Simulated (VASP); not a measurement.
# Zn32S31 (a cell with a defect) in VASP: notebook, part 2 of 2

VASP 6.6.1. Earlier steps stand in the parts before.

## (3) Single point, PBEsol

Input file INCAR:

```
ALGO     = Normal         # electronic algorithm
EDIFF    = 1E-6           # SCF threshold, eV
ENCUT    = 400            # plane-wave cutoff, eV
GGA      = PS             # functional
GGA_COMPAT= F            
ISIF     = 2              # what is computed and relaxed
ISMEAR   = -1             # smearing method
ISYM     = -1           
LASPH    = T              # aspherical terms in the spheres
LCHARG   = T              # write CHGCAR
LELF     = T              # ELF
LREAL    = Auto         
LVHAR    = T            
LWAVE    = F              # write WAVECAR
NBANDS   = 322            # bands
NELECT   = 568.0        
NELM     = 120            # most SCF steps
PREC     = Accurate       # precision mode
SIGMA    = 0.05           # smearing width, eV
```

Input file KPOINTS:

```
explicit points
1
Reciprocal
  0.25000000   0.25000000   0.25000000 1
```

Input file POSCAR:

```
Zn32S31
1.0
   10.7125360000      0.0000000000      0.0000000000
    0.0000000000     10.7125360000      0.0000000000
    0.0000000000      0.0000000000     10.7125360000
Zn S
32 31
Direct
    0.0006280000      0.0006270000      0.0009260000
    0.0019620000      0.0019750000      0.4994190000
    0.0019860000      0.4990820000      0.0023180000
    0.0032580000      0.5002080000      0.5005000000
    0.4990820000      0.0019780000      0.0023170000
    0.5002030000      0.0032480000      0.5005380000
    0.5002020000      0.5002130000      0.0035860000
    0.4690910000      0.4691120000      0.4694330000
    0.2495510000      0.2495480000      0.0007640000
    0.2479080000      0.2479040000      0.4994010000
    0.2480340000      0.7506380000      0.0024130000
    0.2466290000      0.7497100000      0.5005280000
    0.7506030000      0.2480280000      0.0024050000
    0.7497050000      0.2466620000      0.5005250000
    0.7500560000      0.7500650000      0.0039290000
    0.7807570000      0.7807630000      0.4697600000
    0.2495610000      0.0004610000      0.2498750000
    0.2480450000      0.0021050000      0.7509230000
    0.2479340000      0.4990460000      0.2482260000
    0.2466280000      0.5001890000      0.7500630000
    0.7506460000      0.0021020000      0.2483650000
    0.7500580000      0.0036030000      0.7503860000
    0.7497240000      0.5001840000      0.2469280000
    0.7807840000      0.4694610000      0.7810990000
    0.0004940000      0.2495170000      0.2498510000
    0.0020790000      0.2480330000      0.7509270000
    0.0021060000      0.7505840000      0.2483620000
    0.0036460000      0.7500300000      0.7503640000
    0.4990860000      0.2478930000      0.2482360000
    0.5002200000      0.2466220000      0.7500260000
    0.5002100000      0.7496870000      0.2469610000
    0.4694460000      0.7807350000      0.7811020000
    0.1249390000      0.1248770000      0.1252160000
    0.1247720000      0.1247680000      0.6251220000
    0.1247860000      0.6247730000      0.1251000000
    0.1247060000      0.6247990000      0.6251440000
    0.6248040000      0.1247350000      0.1251210000
    0.6248510000      0.1246740000      0.6251450000
    0.6248550000      0.6248220000      0.1250020000
    0.3746350000      0.3745940000      0.1251950000
    0.3729840000      0.3729830000      0.6279430000
    0.3746080000      0.8748990000      0.1250000000
    0.3730460000      0.8762910000      0.6222900000
    0.8749390000      0.3745690000      0.1249810000
    0.8763300000      0.3730540000      0.6222650000
    0.8752160000      0.8751570000      0.1255580000
    0.8766880000      0.8766660000      0.6283540000
    0.3746050000      0.1248660000      0.3749520000
    0.3746220000      0.1246420000      0.8752470000
    0.3729750000      0.6275950000      0.3732940000
    0.3730240000      0.6219560000      0.8766660000
    0.8749450000      0.1246540000      0.3749310000
    0.8751880000      0.1252140000      0.8755250000
    0.8763050000      0.6219490000      0.3733520000
    0.8767190000      0.6280210000      0.8770090000
    0.1248940000      0.3745990000      0.3749190000
    0.1246430000      0.3745910000      0.8752590000
    0.1246430000      0.8749080000      0.3749320000
    0.1252190000      0.8751840000      0.8754980000
    0.6275860000      0.3729780000      0.3732780000
    0.6219670000      0.3730440000      0.8766520000
    0.6219530000      0.8763030000      0.3733650000
    0.6280270000      0.8766750000      0.8770090000
```

Potentials or basis: VASP PAW PBE potentials, release 64 (Zn, S).

On the command line:

```console
cat potpaw_PBE.64/Zn/POTCAR potpaw_PBE.64/S/POTCAR > POTCAR
mpirun -np 1 vasp_std > vasp.out
```

Run time: 9.6 min. Hardware: 1 thread of Intel Xeon Platinum 8488C (Sapphire Rapids), shared host; peak memory 0.75 GiB.

Results (log left out):

| Quantity | Value |
| --- | --- |
| Free energy | -241.5331 eV |
| Largest force | 0.011 eV/Å |

Forces on the atoms (eV/Å):
```
Zn   0.000 -0.002  0.001
Zn   0.000 -0.002  0.002
Zn  -0.002  0.003 -0.002
Zn   0.004 -0.003 -0.004
Zn   0.003 -0.003 -0.002
Zn  -0.003  0.003 -0.004
Zn  -0.003 -0.003  0.004
Zn   0.005  0.003  0.004
Zn   0.000 -0.001  0.003
Zn   0.000  0.001  0.001
Zn  -0.002 -0.001  0.002
Zn  -0.009  0.003 -0.002
Zn   0.000 -0.001  0.003
Zn   0.003 -0.010 -0.003
Zn   0.005  0.003  0.008
Zn  -0.001 -0.002  0.005
Zn  -0.001  0.000  0.000
Zn   0.000  0.000  0.001
Zn   0.000  0.000 -0.001
Zn  -0.009 -0.002  0.002
Zn   0.001 -0.002  0.001
Zn   0.004  0.006  0.004
Zn   0.002 -0.002 -0.008
Zn  -0.002  0.002 -0.002
Zn   0.001  0.000  0.000
Zn   0.002  0.000  0.001
Zn   0.001  0.000  0.000
Zn   0.006  0.003  0.004
Zn  -0.002 -0.001  0.000
Zn  -0.001 -0.009  0.003
Zn   0.000  0.002 -0.009
Zn   0.004 -0.001 -0.002
S   -0.001  0.001  0.000
S   -0.001 -0.001  0.001
S    0.000  0.002 -0.001
S    0.001  0.001  0.000
S    0.001  0.002 -0.003
S    0.000  0.002  0.001
S   -0.001  0.001  0.001
S    0.000  0.000  0.000
S    0.001  0.000  0.001
S    0.001 -0.001  0.000
S    0.003  0.001 -0.002
S   -0.003  0.001  0.000
S   -0.002  0.002 -0.001
S   -0.003  0.001 -0.002
S   -0.002 -0.002  0.001
S    0.002  0.001  0.000
S    0.000  0.001 -0.003
S    0.002  0.002  0.002
S    0.003 -0.003 -0.001
S   -0.004  0.002  0.001
S   -0.002  0.000 -0.003
S    0.000 -0.003  0.003
S   -0.003  0.002 -0.001
S   -0.001  0.001  0.001
S    0.001  0.000 -0.004
S    0.002 -0.002  0.001
S    0.001 -0.001 -0.002
S    0.002  0.002  0.003
S   -0.002  0.002 -0.002
S   -0.002  0.001  0.002
S    0.000 -0.001 -0.002
```

Levels at points of the mesh, in eV from the Fermi level:
```tsv
k point	band 280	band 281	band 282	band 283	band 284	band 285	band 286	band 287	band 288	band 289
(0.25, 0.25, 0.25)	-1.63	-1.63	-1.59	-1.26	-1.25	1.56	1.76	2.23	2.43	2.64
```

Caveat: the cell carries a net charge on a neutralising background, which shifts energy and pressure; the cell is charged against a uniform background, so pressure and absolute levels hang on convention; the PAW data sets were made with another functional, which shifts forces and pressure a little.

## (4) Single point, PBEsol

Input file INCAR:

```
PREC = Accurate
ENCUT = 400
EDIFF = 1E-6
ISMEAR = -1
SIGMA = 0.05
LREAL = Auto
LASPH = True
NELM = 120
ALGO = Normal
ISIF = 2
LWAVE = False
LCHARG = True
GGA = PS
LELF = True
LVHAR = True
NBANDS = 322
ISYM = -1
GGA_COMPAT = False
```

KPOINTS is that of step 3.

Input file POSCAR:

```
Zn32S31
1.0
   10.7125360000      0.0000000000      0.0000000000
    0.0000000000     10.7125360000      0.0000000000
    0.0000000000      0.0000000000     10.7125360000
Zn S
32 31
Direct
    0.9999430000      0.9995250000      0.0003430000
    0.9968240000      0.9971340000      0.5011470000
    0.9969630000      0.5007900000      0.9975470000
    0.9989050000      0.5005300000      0.5004850000
    0.5008410000      0.9975320000      0.9977880000
    0.5005420000      0.9987810000      0.5009070000
    0.5009550000      0.5007860000      0.9993890000
    0.5173970000      0.5170120000      0.5176750000
    0.2501870000      0.2509190000      0.9999940000
    0.2527130000      0.2528970000      0.5011470000
    0.2527200000      0.7491910000      0.9976800000
    0.2510060000      0.7500300000      0.5009290000
    0.7487480000      0.2527620000      0.9973990000
    0.7499940000      0.2514910000      0.5010540000
    0.7500350000      0.7501800000      0.9986490000
    0.7312700000      0.7311410000      0.5190890000
    0.2502720000      0.9999680000      0.2508880000
    0.2526580000      0.9976000000      0.7490300000
    0.2529450000      0.5008220000      0.2531130000
    0.2513690000      0.5004600000      0.7502860000
    0.7488200000      0.9972620000      0.2533310000
    0.7499250000      0.9985340000      0.7504270000
    0.7500910000      0.5003790000      0.2515280000
    0.7301180000      0.5194680000      0.7303950000
    0.0000110000      0.2499720000      0.2503040000
    0.9972700000      0.2525600000      0.7488960000
    0.9978440000      0.7485360000      0.2526880000
    0.9984820000      0.7493900000      0.7503070000
    0.5008560000      0.2525820000      0.2528770000
    0.5005450000      0.2510080000      0.7503830000
    0.5003220000      0.7497320000      0.2514920000
    0.5185600000      0.7309260000      0.7316690000
    0.1251200000      0.1247710000      0.1250880000
    0.1248340000      0.1248550000      0.6250050000
    0.1249850000      0.6244960000      0.1249590000
    0.1248610000      0.6248320000      0.6253580000
    0.6250080000      0.1248650000      0.1252720000
    0.6250240000      0.1247620000      0.6253020000
    0.6252820000      0.6251300000      0.1253030000
    0.3757820000      0.3757760000      0.1251640000
    0.3805510000      0.3803220000      0.6246870000
    0.3755010000      0.8741160000      0.1251800000
    0.3808940000      0.8687820000      0.6263110000
    0.8739650000      0.3752870000      0.1251090000
    0.8690720000      0.3811770000      0.6262360000
    0.8740780000      0.8739690000      0.1255050000
    0.8688860000      0.8687150000      0.6241440000
    0.3758870000      0.1247990000      0.3761010000
    0.3753530000      0.1247810000      0.8744500000
    0.3805680000      0.6242330000      0.3811900000
    0.3807720000      0.6258800000      0.8695170000
    0.8739780000      0.1249560000      0.3758500000
    0.8742280000      0.1247960000      0.8745340000
    0.8689640000      0.6261060000      0.3810550000
    0.8684690000      0.6232730000      0.8689370000
    0.1248520000      0.3755730000      0.3758630000
    0.1245930000      0.3755580000      0.8741790000
    0.1246500000      0.8740420000      0.3758860000
    0.1249520000      0.8739760000      0.8742600000
    0.6242920000      0.3804800000      0.3808620000
    0.6259030000      0.3809930000      0.8692110000
    0.6258800000      0.8687250000      0.3811540000
    0.6234790000      0.8689280000      0.8692700000
```

Potentials or basis: VASP PAW PBE potentials, release 64 (Zn, S).

On the command line:

```console
cat potpaw_PBE.64/Zn/POTCAR potpaw_PBE.64/S/POTCAR > POTCAR
mpirun -np 1 vasp_std > vasp.out
```

OUTCAR:

```text
PREC = Accurate
   ENCUT = 400
   EDIFF = 1E-6
   ISMEAR = -1
   LREAL = Auto
   LASPH = True
   NELM = 120
   ISIF = 2
   GGA = PS
   ISYM = -1

 ion  position               nearest neighbor table
   1  1.000  1.000  0.000-  33 2.32  46 2.33  59 2.33  53 2.33
   2  0.997  0.997  0.501-  52 2.33  58 2.33  47 2.35  34 2.35
   3  0.997  0.501  0.998-  44 2.33  57 2.33  35 2.35  55 2.35
   4  0.999  0.501  0.500-  36 2.32  45 2.32  54 2.32  56 2.32
[... 599 lines left out ...]
  Total      -11.4182202    -11.4205300    -11.4172013     -1.4297475     -1.3855900     -1.3947244
  in kB      -14.8809998    -14.8840101    -14.8796719     -1.8633440     -1.8057949     -1.8176996
  external PRESSURE =     -14.8815606 kB  Pullay stress =       0.0000000 kB

 VOLUME and BASIS-vectors are now :
 -----------------------------------------------------------------------------
  energy-cutoff  :      400.00
  volume of cell :     1229.35
      direct lattice vectors                 reciprocal lattice vectors
    10.712536000  0.000000000  0.000000000     0.093348578  0.000000000  0.000000000
     0.000000000 10.712536000  0.000000000     0.000000000  0.093348578  0.000000000
     0.000000000  0.000000000 10.712536000     0.000000000  0.000000000  0.093348578

 POSITION                                       TOTAL-FORCE (eV/Angst)
 -----------------------------------------------------------------------------------
     10.71193     10.70745      0.00367         0.001349      0.008708     -0.002377
     10.67851     10.68183      5.36856         0.023150      0.017266      0.007338
     10.68000      5.36473     10.68626         0.011302      0.001794      0.004747
     10.70081      5.36195      5.36146         0.003257      0.003038      0.007273
      5.36528     10.68610     10.68884         0.004530      0.005014      0.007971
      5.36207     10.69948      5.36598         0.004689     -0.004361     -0.000809
[... 55 lines left out ...]
      6.70476      9.30625      4.08313        -0.001249      0.006301      0.011232
      6.67904      9.30842      9.31209        -0.010572      0.002423     -0.002592
 -----------------------------------------------------------------------------------
    total drift:                                0.006251      0.008296      0.004215

  FREE ENERGIE OF THE ION-ELECTRON SYSTEM (eV)
  ---------------------------------------------------
  free  energy   TOTEN  =      -234.7364846971 eV

  energy  without entropy=     -234.7364846969  energy(sigma->0) =     -234.73648470
```

OSZICAR:

```text
N       E                     dE             d eps       ncg     rms          rms(c)
DAV:   1     0.526596116696E+04    0.52660E+04   -0.21145E+05   644   0.180E+03
DAV:   2     0.809843955875E+03   -0.44561E+04   -0.43480E+04   644   0.479E+02
DAV:   3    -0.148258534335E+03   -0.95810E+03   -0.92189E+03   670   0.191E+02
[... 13 lines left out ...]
DAV:  17    -0.234736576561E+03    0.47043E-04   -0.58058E-05   808   0.936E-02    0.154E-01
DAV:  18    -0.234736497396E+03    0.79166E-04   -0.75621E-04   800   0.216E-01    0.101E-01
DAV:  19    -0.234736479564E+03    0.17832E-04   -0.27244E-04   792   0.155E-01    0.869E-02
DAV:  20    -0.234736484166E+03   -0.46015E-05   -0.60311E-05   712   0.211E-02    0.847E-02
DAV:  21    -0.234736484697E+03   -0.53160E-06   -0.79813E-07   376   0.449E-03
   1 F= -.23473648E+03 E0= -.23473648E+03  d E =-.240308E-09
```

It took 9.6 min on 1 thread of Intel Xeon Platinum 8488C (Sapphire Rapids), shared host; peak memory 0.76 GiB.

Results:

| Quantity | Value |
| --- | --- |
| Free energy | -234.7365 eV |
| Pressure | -1.5 GPa |
| Largest force | 0.030 eV/Å |
| Band gap on the k mesh | 2.42 eV |

Forces on the atoms (eV/Å):
```
Zn   0.001  0.009 -0.002
Zn   0.023  0.017  0.007
Zn   0.011  0.002  0.005
Zn   0.003  0.003  0.007
Zn   0.005  0.005  0.008
Zn   0.005 -0.004 -0.001
Zn  -0.013 -0.010 -0.001
Zn   0.006  0.006  0.012
Zn   0.005 -0.021  0.009
Zn   0.002 -0.012  0.003
Zn  -0.005 -0.014  0.009
Zn   0.001 -0.006  0.003
Zn   0.003 -0.005  0.010
Zn   0.001 -0.009  0.001
Zn   0.001 -0.015 -0.003
Zn  -0.011 -0.013  0.007
Zn   0.007 -0.002 -0.002
Zn  -0.002 -0.007  0.003
Zn  -0.004  0.008  0.005
Zn  -0.007  0.002 -0.001
Zn   0.002  0.009 -0.007
Zn  -0.003 -0.008 -0.007
Zn  -0.004  0.005  0.004
Zn  -0.011  0.003 -0.009
Zn   0.001  0.010  0.011
Zn   0.005  0.002  0.008
Zn  -0.005  0.005  0.006
Zn  -0.006  0.008  0.004
Zn   0.009  0.005  0.008
Zn   0.004  0.000  0.002
Zn   0.006  0.001  0.001
Zn   0.012 -0.008 -0.008
S    0.000  0.006 -0.007
S   -0.008 -0.008 -0.008
S    0.003  0.013 -0.002
S    0.004 -0.004 -0.011
S    0.000 -0.004 -0.008
S    0.007  0.005  0.004
S   -0.005  0.000 -0.003
S    0.005 -0.003 -0.007
S    0.003  0.007 -0.009
S   -0.005 -0.004  0.011
S   -0.001  0.012  0.006
S    0.001  0.000 -0.001
S   -0.014 -0.003  0.010
S    0.007  0.004 -0.010
S   -0.004  0.003 -0.006
S   -0.017  0.004 -0.002
S   -0.001  0.009 -0.002
S   -0.006 -0.009 -0.011
S    0.008  0.003 -0.001
S   -0.005 -0.004 -0.001
S   -0.001  0.004 -0.006
S    0.012 -0.007  0.000
S    0.000  0.004  0.009
S   -0.004 -0.002 -0.011
S   -0.001 -0.001 -0.005
S    0.005 -0.005 -0.007
S   -0.009  0.003 -0.004
S   -0.012 -0.001 -0.009
S    0.008  0.001 -0.014
S   -0.001  0.006  0.011
S   -0.011  0.002 -0.003
```

Levels at points of the mesh, in eV from the valence-band top:
```
           k point  band 282  band 283  band 284  band 285  band 286  band 287  band 288  band 289
(0.25, 0.25, 0.25)     -0.33     -0.03     -0.03      0.00      2.42      2.83      2.83      3.37
```

Caveat: the PAW data sets were made with another functional, which shifts forces and pressure a little.
